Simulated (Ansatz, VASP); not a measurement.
**Cd: VASP beside Ansatz**

```
Cd
1.0
     3.25000    0.00000    0.00000
    -1.62500    2.81458    0.00000
     0.00000    0.00000   10.64943
Cd
4
Direct
  0.00000 0.00000 0.00000
  0.00000 0.00000 0.50000
  0.33333 0.66667 0.25000
  0.66667 0.33333 0.75000
```

Alike in both runs: functional RPBE; k mesh 12 × 12 × 3; occupations fermi-dirac, width 0.1 eV; no spin polarisation.

Ansatz relaxed the structure, and its values are those at the end. VASP's run is a single point on that final structure, the one shown.

|  | VASP | Ansatz |
| --- | --- | --- |
| version | VASP 6.6.1 | Ansatz 0.2.0 |
| potentials or method | VASP PAW PBE potentials, release 64 (Cd), cutoff 520 eV | plane waves (420 eV) with PAW, scalar-relativistic |
| valence electrons in the cell | 48 | 80 |

|  | VASP | Ansatz | Ansatz less VASP |
| --- | --- | --- | --- |
| pressure (GPa) | 0.1 | 0.0 | -0.16 |

VASP's potentials were made for PBE, not for RPBE. VASP's potentials hold 48 valence electrons a cell and Ansatz's 80, so a difference there can come from the potentials and not from the codes.
